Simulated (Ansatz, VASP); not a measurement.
**Two plane-wave programs on TePb**

```
Pb Te
1.0
     4.00229    0.00000    0.00000
     0.00000    4.00229    0.00000
     0.00000    0.00000    4.00229
Pb Te
1 1
Direct
  0.00000 0.00000 0.00000
  0.50000 0.50000 0.50000
```

Alike in both runs: task single point; functional r2SCAN0; k mesh 4 × 4 × 4; occupations fermi-dirac, width 0.05 eV; no spin polarisation.

|  | VASP | Ansatz |
| --- | --- | --- |
| version | VASP 6.6.1 | Ansatz 0.2.0 |
| potentials or method | VASP PAW PBE potentials, release 64 (Pb_d, Te) | Ansatz PAW |
| plane-wave cutoff (eV) | 520 | 500 |
| valence electrons in the cell | 20 | 30 |

|  | VASP | Ansatz | Ansatz less VASP |
| --- | --- | --- | --- |
| gap on the k mesh at the Fermi level (eV) | none | none | - |
| pressure (GPa) | -0.7 | -0.4 | +0.28 |

VASP's potentials were made for PBE, not for r2SCAN0. A gap of «none» marks a metal or a gap that the smearing closes. With one functional, cell and mesh, what is left measures potentials, basis and numerics. VASP's potentials hold 20 valence electrons a cell and Ansatz's 30, so a difference there can come from the potentials and not from the codes.

The k mesh is coarse, so the values compare programs but aren't converged. Neither program's run includes spin-orbit coupling.
